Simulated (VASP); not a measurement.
# Mg5CdS6 in VASP: further runs

Mg5CdS6 is run at these levels: PBE; tasks: single point.

Program: VASP 6.6.1. These are calculated values, not measurements. Logs are shortened: lines on timing, memory, paths and dates and some standing lists are left out, and cuts for length are marked.

**1. The cell of the first run**

The structure is trigonal, space group P-3m1 (No. 164). The conventional cell has a = 3.730 Å, b = 3.730 Å, c = 18.310 Å, α = 90.00°, β = 90.00°, γ = 120.00°. Within 3.5 Å of Mg (site symmetry 3m) lie 6 S at 2.63 Å. Mg (site symmetry -3m) has 6 S at 2.63 Å within 3.5 Å. Mg (site symmetry 3m) has 6 S at 2.62 to 2.63 Å within 3.5 Å. Cd (site symmetry -3m) has 6 S at 2.72 Å and 6 Cd at 3.73 Å and 6 Mg at 3.81 Å within 3.9 Å. Within 3.5 Å of S (site symmetry 3m) lie 6 Mg at 2.63 Å. S (site symmetry 3m) has 6 Mg at 2.63 Å within 3.5 Å. Within 3.5 Å of S (site symmetry 3m) lie 3 Mg at 2.62 Å and 3 Cd at 2.72 Å.

**2. Single point, PBE**

The input, INCAR:

```
PREC = Accurate
ENCUT = 520
EDIFF = 1E-7
ISMEAR = 0
SIGMA = 0.1
LREAL = F
LASPH = T
NELM = 60
ALGO = Normal
ISIF = 2
LWAVE = F
LCHARG = F
GGA = PE
NBANDS = 41
```

The input, KPOINTS:

```
regular mesh
0
Gamma
  6 6 1
```

The input, POSCAR:

```
Mg5CdS6
1.0
    3.7300173000      0.0000000000      0.0000000000
   -1.8650087000      3.2302898000      0.0000000000
    0.0000000000      0.0000000000     18.3097259000
Mg Cd S
5 1 6
Direct
    0.3333333000      0.6666667000      0.8358860000
    0.0000000000      0.0000000000      0.0000000000
    0.6666667000      0.3333333000      0.1641140000
    0.3333333000      0.6666667000      0.3283510000
    0.6666667000      0.3333333000      0.6716490000
    0.0000000000      0.0000000000      0.5000000000
    0.6666667000      0.3333333000      0.9179580000
    0.3333333000      0.6666667000      0.0820420000
    0.0000000000      0.0000000000      0.2461610000
    0.6666667000      0.3333333000      0.4095360000
    0.3333333000      0.6666667000      0.5904640000
    0.0000000000      0.0000000000      0.7538390000
```

Potentials or basis: VASP PAW PBE potentials, release 64 (Mg, Cd, S).

On the command line:

```
$ cat potpaw_PBE.64/Mg/POTCAR potpaw_PBE.64/Cd/POTCAR potpaw_PBE.64/S/POTCAR > POTCAR
$ mpirun -np 1 vasp_std > vasp.out
```

OUTCAR:

```text
PREC = Accurate
   ENCUT = 520
   EDIFF = 1E-7
   ISMEAR = 0
   LREAL = F
   LASPH = T
   NELM = 60
   ISIF = 2
   GGA = PE

 ion  position               nearest neighbor table
   1  0.333  0.667  0.836-  12 2.63  12 2.63  12 2.63   7 2.63   7 2.63   7 2.63
   2  0.000  0.000  0.000-   7 2.63   8 2.63   7 2.63   8 2.63   7 2.63   8 2.63
   3  0.667  0.333  0.164-   9 2.63   9 2.63   9 2.63   8 2.63   8 2.63   8 2.63
   4  0.333  0.667  0.328-  10 2.62  10 2.62  10 2.62   9 2.63   9 2.63   9 2.63
   5  0.667  0.333  0.672-  11 2.62  11 2.62  11 2.62  12 2.63  12 2.63  12 2.63
   6  0.000  0.000  0.500-  10 2.72  11 2.72  10 2.72  11 2.72  10 2.72  11 2.72
   7  0.667  0.333  0.918-   2 2.63   2 2.63   2 2.63   1 2.63   1 2.63   1 2.63
   8  0.333  0.667  0.082-   2 2.63   2 2.63   2 2.63   3 2.63   3 2.63   3 2.63
   9  0.000  0.000  0.246-   3 2.63   3 2.63   3 2.63   4 2.63   4 2.63   4 2.63
  10  0.667  0.333  0.410-   4 2.62   4 2.62   4 2.62   6 2.72   6 2.72   6 2.72
  11  0.333  0.667  0.590-   5 2.62   5 2.62   5 2.62   6 2.72   6 2.72   6 2.72
  12  0.000  0.000  0.754-   1 2.63   1 2.63   1 2.63   5 2.63   5 2.63   5 2.63

  LATTYP: Found a hexagonal cell.
 ALAT       =     3.7300173000
 C/A-ratio  =     4.9087509326

  Lattice vectors:

 A1 = (   3.7300173000,   0.0000000000,   0.0000000000)
 A2 = (  -1.8650087000,   3.2302898000,   0.0000000000)
 A3 = (   0.0000000000,   0.0000000000,  18.3097259000)

Analysis of symmetry for initial positions (statically):
=====================================================================
 Subroutine PRICEL returns:
 Original cell was already a primitive cell.

 Routine SETGRP: Setting up the symmetry group for a
 hexagonal supercell.

 Subroutine GETGRP returns: Found 12 space group operations
 (whereof 12 operations were pure point group operations)
 out of a pool of 24 trial point group operations.

The static configuration has the point symmetry D_3d.

Analysis of symmetry for dynamics (positions and initial velocities):
=====================================================================
 Subroutine PRICEL returns:
 Original cell was already a primitive cell.

 Routine SETGRP: Setting up the symmetry group for a
 hexagonal supercell.

 Subroutine GETGRP returns: Found 12 space group operations
 (whereof 12 operations were pure point group operations)
 out of a pool of 24 trial point group operations.

The dynamic configuration has the point symmetry D_3d.

 Subroutine INISYM returns: Found 12 space group operations
 (whereof 12 operations are pure point group operations),
 and found     1 'primitive' translations

----------------------------------------------------------------------------------------

                                     Primitive cell

  volume of cell :     220.6146

  direct lattice vectors                    reciprocal lattice vectors
     3.730017300  0.000000000  0.000000000     0.268095271  0.154784878  0.000000000
    -1.865008700  3.230289800  0.000000000     0.000000000  0.309569748  0.000000000
     0.000000000  0.000000000 18.309725900     0.000000000  0.000000000  0.054615782

  length of vectors
     3.730017300  3.730017378 18.309725900     0.309569755  0.309569748  0.054615782

  position of ions in fractional coordinates (direct lattice)
     0.333333300  0.666666700  0.835886000
     0.000000000  0.000000000  0.000000000
     0.666666700  0.333333300  0.164114000
     0.333333300  0.666666700  0.328351000
     0.666666700  0.333333300  0.671649000
     0.000000000  0.000000000  0.500000000
     0.666666700  0.333333300  0.917958000
     0.333333300  0.666666700  0.082042000
     0.000000000  0.000000000  0.246161000
     0.666666700  0.333333300  0.409536000
     0.333333300  0.666666700  0.590464000
     0.000000000  0.000000000  0.753839000

  ion indices of the primitive-cell ions
   primitive index   ion index
                 1           1
                 2           2
                 3           3
                 4           4
                 5           5
                 6           6
                 7           7
                 8           8
                 9           9
                10          10
                11          11
                12          12

----------------------------------------------------------------------------------------

 KPOINTS: regular mesh

Automatic generation of k-mesh.
 Grid dimensions read from file:
 generate k-points for:    6    6    1

 Generating k-lattice:

  Cartesian coordinates                     Fractional coordinates (reciprocal lattice)
     0.044682545  0.025797480  0.000000000     0.166666667  0.000000000  0.000000000
     0.000000000  0.051594958  0.000000000     0.000000000  0.166666667  0.000000000
     0.000000000  0.000000000  0.054615782     0.000000000  0.000000000  1.000000000

  Length of vectors
     0.051594959  0.051594958  0.054615782

[... 41 lines left out ...]
   ISIF   =      2    stress and relaxation
   ISYM   =      2    0-nonsym 1-usesym 2-fastsym
   POTIM  = 0.5000    time-step for ionic-motion
   TEBEG  =    0.0;   TEEND  =   0.0 temperature during run
   PSTRESS=    0.0 pullay stress
   NELECT =      58.0000    total number of electrons
   NUPDOWN=      -1.0000    fix difference up-down
   EMIN   =  10.00;   EMAX   =-10.00  energy-range for DOS
   EFERMI =   0.00;   METHOD = LEGACY
   ISMEAR =     0;   SIGMA  =   0.10  broadening in eV -4-tet -1-fermi 0-gaus
   EFERMI_NEDOS =   21; number of points for ismear=-14 and -15
   IALGO  =     38    algorithm
   IMIX   =      4    mixing-type and parameters
     AMIX     =   0.40;   BMIX     =  1.00
     AMIX_MAG =   1.60;   BMIX_MAG =  1.00
  volume/ion in A,a.u.               =      18.38       124.07
  Fermi-wavevector in a.u.,A,eV,Ry     =   1.048752  1.981854 14.964784  1.099881
  Thomas-Fermi vector in A             =   2.183686
   LORBIT       =      0    0 simple, 1 ext, 2 COOP (PROOUT), +10 PAW based schemes
   GGA     = PE    functional components
   LHFCALC =     F    Hartree Fock is set to
   AEXX    =    0.0000 exact exchange contribution
   IVDW    =     0    specifies the selected vdW correction
   LEPSILON=     F    determine dielectric tensor
   LRPA    =     F    only Hartree local field effects (RPA)
 non-spin polarized calculation
 Gauss-broadening in eV      SIGMA  =   0.10
  energy-cutoff  :      520.00
  volume of cell :      220.61
 maximum number of plane-waves:      5959
 NGX is ok and might be reduce to    28
   NGX = 13   NGY = 13   NGZ = 69

 number of electron      58.0000000 magnetization

 Free energy of the ion-electron system (eV)
  ---------------------------------------------------
  ext. energy  EPLUGINS =         0.00000000
  ---------------------------------------------------
  free energy    TOTEN  =       -48.26425441 eV

  energy without entropy =      -48.26425441  energy(sigma->0) =      -48.26425441

 E-fermi :   3.9704     XC(G=0):  -9.7533

 val. band max:        3.5185840334   @ k =   0.0000   0.0000   0.0000
 cond. band min:       5.4303211775   @ k =   0.5000   0.0000   0.0000
 fundamental gap:      1.9117371441
 Fermi energy:         3.9704454377

 k-point     1 :       0.0000    0.0000    0.0000
  band No.  band energies     occupation
      1      -9.1626      2.00000
      2      -8.9130      2.00000
      3      -8.9091      2.00000
      4      -8.3376      2.00000
      5      -8.2770      2.00000
      6      -7.9170      2.00000
[... 33 lines left out ...]
     40      10.6477      0.00000
     41      10.6631      0.00000

 k-point     2 :       0.1667    0.0000    0.0000
  band No.  band energies     occupation
      1      -8.9379      2.00000
      2      -8.7163      2.00000
      3      -8.7008      2.00000
      4      -8.2113      2.00000
      5      -8.1218      2.00000
      6      -7.8179      2.00000
[... 214 lines left out ...]
      1      -7.8378      2.00000
      2      -7.8378      2.00000
      3      -7.6406      2.00000
      4      -7.6406      2.00000
      5      -7.6366      2.00000
      6      -7.6363      2.00000
[... 33 lines left out ...]
     40      10.9168      0.00000
     41      10.9168      0.00000

------------------------ aborting loop because EDIFF is reached ----------------------------------------

  FORCE on cell =-STRESS in cart. coord.  units (eV):
  Direction    XX          YY          ZZ          XY          YZ          ZX
  --------------------------------------------------------------------------------------
  -------------------------------------------------------------------------------------
  Total       -0.1870614     -0.1870615     -0.2820380      0.0000000      0.0000000     -0.0000000
  in kB       -1.3585033     -1.3585033     -2.0482552      0.0000000      0.0000000     -0.0000000
  external PRESSURE =      -1.5884206 kB  Pullay stress =       0.0000000 kB

 VOLUME and BASIS-vectors are now :
 -----------------------------------------------------------------------------
  energy-cutoff  :      520.00
  volume of cell :      220.61
      direct lattice vectors                 reciprocal lattice vectors
     3.730017300  0.000000000  0.000000000     0.268095271  0.154784878  0.000000000
    -1.865008700  3.230289800  0.000000000     0.000000000  0.309569748  0.000000000
     0.000000000  0.000000000 18.309725900     0.000000000  0.000000000  0.054615782

 POSITION                                       TOTAL-FORCE (eV/Angst)
 -----------------------------------------------------------------------------------
     -0.00000      2.15353     15.30484        -0.000000     -0.000000     -0.003404
      0.00000      0.00000      0.00000        -0.000000      0.000000     -0.000000
      1.86501      1.07676      3.00488        -0.000000      0.000000      0.003404
     -0.00000      2.15353      6.01202        -0.000000      0.000000      0.002293
      1.86501      1.07676     12.29771        -0.000000     -0.000000     -0.002293
      0.00000      0.00000      9.15486        -0.000000      0.000000     -0.000000
      1.86501      1.07676     16.80756         0.000000      0.000000     -0.001698
     -0.00000      2.15353      1.50217        -0.000000      0.000000      0.001698
      0.00000      0.00000      4.50714        -0.000000     -0.000000      0.002329
      1.86501      1.07676      7.49849        -0.000000      0.000000     -0.050092
     -0.00000      2.15353     10.81123         0.000000      0.000000      0.050092
      0.00000      0.00000     13.80259        -0.000000      0.000000     -0.002329
 -----------------------------------------------------------------------------------
    total drift:                                0.000000     -0.000000      0.000000

  FREE ENERGIE OF THE ION-ELECTRON SYSTEM (eV)
  ---------------------------------------------------
  free  energy   TOTEN  =       -48.2642544070 eV

  energy  without entropy=      -48.2642544070  energy(sigma->0) =      -48.26425441
```

It took 73 s on 1 thread of Intel Xeon Platinum 8259CL at 2.50GHz (Skylake/Cascade Lake), shared host; peak memory 0.34 GiB.

Results:

```yaml
Free_energy: -48.2643 eV
Pressure: -0.2 GPa
Largest_force: 0.050 eV/Å
Band_gap_on_the_k_mesh: 1.91 eV (least direct gap 2.34 eV)
```

Forces on the atoms (eV/Å):
```
Mg   0.000  0.000 -0.003
Mg   0.000  0.000  0.000
Mg   0.000  0.000  0.003
Mg   0.000  0.000  0.002
Mg   0.000  0.000 -0.002
Cd   0.000  0.000  0.000
S    0.000  0.000 -0.002
S    0.000  0.000  0.002
S    0.000  0.000  0.002
S    0.000  0.000 -0.050
S    0.000  0.000  0.050
S    0.000  0.000 -0.002
```

Caveat: an odd mesh through Γ misses points on the zone boundary, where band edges can lie.

**3. Single point, PBE**

The input, INCAR:

```
PREC = Accurate
ENCUT = 520
EDIFF = 1E-6
ISMEAR = 0
SIGMA = 0.1
LREAL = False
LASPH = True
NELM = 60
ALGO = Normal
ISIF = 2
LWAVE = False
LCHARG = False
GGA = PE
NBANDS = 41
```

KPOINTS is that of step 2.

The input, POSCAR:

```
Mg5CdS6
1.0
    3.7300173356      0.0000000289      0.0000000000
   -1.8650086928      3.2302897547      0.0000000000
    0.0000000000      0.0000000000     18.3097259000
Mg Cd S
5 1 6
Direct
    0.3333333333      0.6666666667      0.8358860000
    0.0000000000      0.0000000000      0.0000000000
    0.6666666667      0.3333333333      0.1641140000
    0.3333333333      0.6666666667      0.3283510000
    0.6666666667      0.3333333333      0.6716490000
    0.0000000000      0.0000000000      0.5000000000
    0.6666666667      0.3333333333      0.9179580000
    0.3333333333      0.6666666667      0.0820420000
    0.0000000000      0.0000000000      0.2461610000
    0.6666666667      0.3333333333      0.4095360000
    0.3333333333      0.6666666667      0.5904640000
    0.0000000000      0.0000000000      0.7538390000
```

Potentials or basis: VASP PAW PBE potentials, release 64 (Mg, Cd, S).

On the command line:

```
$ cat potpaw_PBE.64/Mg/POTCAR potpaw_PBE.64/Cd/POTCAR potpaw_PBE.64/S/POTCAR > POTCAR
$ mpirun -np 1 vasp_std > vasp.out
```

Wall time 1.8 min (1 thread of Intel Xeon Platinum 8259CL at 2.50GHz (Skylake/Cascade Lake), shared host); peak memory 0.34 GiB.

Results (log left out):

| Item | Value |
| --- | --- |
| Free energy | -48.2643 eV |
| Pressure | -0.2 GPa |
| Largest force | 0.050 eV/Å |
| Band gap on the k mesh | 1.91 eV (least direct gap 2.34 eV) |

Forces on the atoms (eV/Å):
```
Mg   0.000  0.000 -0.003
Mg   0.000  0.000  0.000
Mg   0.000  0.000  0.003
Mg   0.000  0.000  0.002
Mg   0.000  0.000 -0.002
Cd   0.000  0.000  0.000
S    0.000  0.000 -0.002
S    0.000  0.000  0.002
S    0.000  0.000  0.002
S    0.000  0.000 -0.050
S    0.000  0.000  0.050
S    0.000  0.000 -0.002
```

Levels at points of the mesh, in eV from the valence-band top:
| k point | band 27 | band 28 | band 29 | band 30 | band 31 | band 32 |
| --- | --- | --- | --- | --- | --- | --- |
| (0.00, 0.00, 0.00) | -0.21 | 0.00 | 0.00 | 2.78 | 4.14 | 4.25 |
| (0.50, 0.00, 0.00) | -0.93 | -0.48 | -0.43 | 1.91 | 3.13 | 3.41 |

Caveat: an odd mesh through Γ misses points on the zone boundary, where band edges can lie.

**4. Single point, PBE**

Edit INCAR of step 3 so:

```diff
@@ -11,4 +11,6 @@
 LWAVE = False
-LCHARG = False
+LCHARG = True
 GGA = PE
+LELF = True
+LVHAR = True
 NBANDS = 41
```

The input, KPOINTS:

```
Automatic mesh
0
Gamma
  6 6 1
```

The input, POSCAR:

```
Mg5CdS6
1.0
    3.7333737507      0.0003006627     -0.0002658665
   -1.8664235465      3.2306411339     -0.0001555374
   -0.0014408553     -0.0018752839     18.2985468856
Mg Cd S
5 1 6
Direct
    0.3338055122      0.6671388725      0.8357833629
    0.0002882294      0.0010038085     -0.0000316022
    0.6663917011      0.3336044451      0.1642312843
    0.3325064831      0.6654958388      0.3285091020
    0.6672085591      0.3335661024      0.6715694401
   -0.0001549317     -0.0006867959      0.5000376369
    0.6667690563      0.3338091012      0.9179908941
    0.3335087376      0.6672899149      0.0821692805
   -0.0004589733     -0.0001241867      0.2462260916
    0.6663438828      0.3322363577      0.4095392492
    0.3333645857      0.6665449344      0.5902912998
    0.0004271576      0.0001216069      0.7536839610
```

On the command line:

```
$ cat potpaw_PBE.64/Mg/POTCAR potpaw_PBE.64/Cd/POTCAR potpaw_PBE.64/S/POTCAR > POTCAR
$ mpirun -np 1 vasp_std > vasp.out
```

It took 3.1 min on 1 thread of Intel Xeon Platinum 8259CL at 2.50GHz (Skylake/Cascade Lake), shared host; peak memory 0.41 GiB.

Results (log left out):

| Quantity | Value |
| --- | --- |
| Free energy | -48.2639 eV |
| Pressure | -0.2 GPa |
| Largest force | 0.069 eV/Å |
| Band gap on the k mesh | 1.92 eV (least direct gap 2.34 eV) |

Forces on the atoms (eV/Å):
```
Mg  -0.001 -0.001  0.007
Mg   0.001 -0.004  0.019
Mg   0.002 -0.001  0.001
Mg   0.002  0.005 -0.013
Mg  -0.002 -0.002 -0.009
Cd   0.000  0.001 -0.014
S    0.002  0.002 -0.019
S   -0.002 -0.001 -0.014
S    0.001 -0.002  0.009
S   -0.002  0.002 -0.040
S    0.002  0.000  0.069
S   -0.001  0.002  0.005
```

Levels at points of the mesh, in eV from the valence-band top:
```
           k point  band 27  band 28  band 29  band 30  band 31  band 32
(0.00, 0.00, 0.00)    -0.20     0.00     0.00     2.79     4.14     4.25
(0.50, 0.00, 0.00)    -0.92    -0.47    -0.43     1.92     3.14     3.42
(0.00, 0.50, 0.00)    -0.92    -0.47    -0.43     1.92     3.13     3.41
(0.50, 0.50, 0.00)    -0.92    -0.47    -0.43     1.92     3.13     3.42
```

Caveat: an odd mesh through Γ misses points on the zone boundary, where band edges can lie.

**5. Single point, PBE**

The input, INCAR:

```
PREC = Accurate
ENCUT = 520
EDIFF = 1E-7
ISMEAR = 0
SIGMA = 0.02
LREAL = F
LASPH = T
NELM = 100
ALGO = Normal
ISIF = 2
LWAVE = F
LCHARG = T
GGA = PE
LELF = T
LVHAR = T
NBANDS = 41
```

The input, KPOINTS:

```
Automatic mesh
0
Gamma
  12 12 2
```

The input, POSCAR:

```
Mg5CdS6
1.0
    3.7300173356      0.0000000289      0.0000000000
   -1.8650086928      3.2302897547      0.0000000000
    0.0000000000      0.0000000000     18.3097259000
Mg Cd S
5 1 6
Direct
    0.3333333333      0.6666666667      0.8358860000
    0.0000000000      0.0000000000      0.0000000000
    0.6666666667      0.3333333333      0.1641140000
    0.3333333333      0.6666666667      0.3283510000
    0.6666666667      0.3333333333      0.6716490000
    0.0000000000      0.0000000000      0.5000000000
    0.6666666667      0.3333333333      0.9179580000
    0.3333333333      0.6666666667      0.0820420000
    0.0000000000      0.0000000000      0.2461610000
    0.6666666667      0.3333333333      0.4095360000
    0.3333333333      0.6666666667      0.5904640000
    0.0000000000      0.0000000000      0.7538390000
```

On the command line:

```
$ cat potpaw_PBE.64/Mg/POTCAR potpaw_PBE.64/Cd/POTCAR potpaw_PBE.64/S/POTCAR > POTCAR
$ mpirun -np 1 vasp_std > vasp.out
```

Run time: 5.4 min. Hardware: 1 thread of Intel Xeon Platinum 8259CL at 2.50GHz (Skylake/Cascade Lake), shared host; peak memory 0.5 GiB.

The run converged. Its results:

- Free energy: -48.2751 eV
- Pressure: -0.2 GPa
- Largest force: 0.048 eV/Å
- Band gap on the k mesh: 1.91 eV (least direct gap 2.34 eV)

Forces in eV/Å, atoms in the order of the input:
```
Mg   0.000  0.000 -0.004
Mg   0.000  0.000  0.000
Mg   0.000  0.000  0.004
Mg   0.000  0.000  0.002
Mg   0.000  0.000 -0.002
Cd   0.000  0.000  0.000
S    0.000  0.000 -0.002
S    0.000  0.000  0.002
S    0.000  0.000  0.002
S    0.000  0.000 -0.048
S    0.000  0.000  0.048
S    0.000  0.000 -0.002
```

Levels at points of the mesh, in eV from the valence-band top:
```
           k point  band 27  band 28  band 29  band 30  band 31  band 32
(0.00, 0.00, 0.00)    -0.21     0.00     0.00     2.78     4.14     4.25
(0.50, 0.00, 0.00)    -0.93    -0.49    -0.44     1.91     3.12     3.41
(0.00, 0.00, 0.50)    -0.27     0.00     0.00     3.01     3.72     4.32
(0.50, 0.00, 0.50)    -0.82    -0.69    -0.45     2.00     2.82     3.92
```

**6. Summary**

```tsv
cell	k mesh	smearing	gap on the mesh (eV)	pressure (GPa)	largest force (eV/Å)
a = 3.730, b = 3.730, c = 18.310 Å, angles 90.0, 90.0, 120.0°, 12 atoms	6 × 6 × 1	gaussian 0.1 eV	1.91	-0.2	0.05
a = 3.733, b = 3.731, c = 18.299 Å, angles 90.0, 90.0, 120.0°, 12 atoms	6 × 6 × 1	gaussian 0.1 eV	1.92	-0.2	0.07
a = 3.730, b = 3.730, c = 18.310 Å, angles 90.0, 90.0, 120.0°, 12 atoms	12 × 12 × 2	gaussian 0.02 eV	1.91	-0.2	0.05
```

Alike in all rows: task single point; level PBE; potentials or basis VASP PAW PBE potentials, release 64 (Mg, Cd, S); no spin polarisation; cutoff (eV) 520.

Caveats: an odd mesh through Γ misses points on the zone boundary, where band edges can lie (at least some runs).

Total energies depend on the potentials used, so only differences within one code and one set of settings carry meaning.
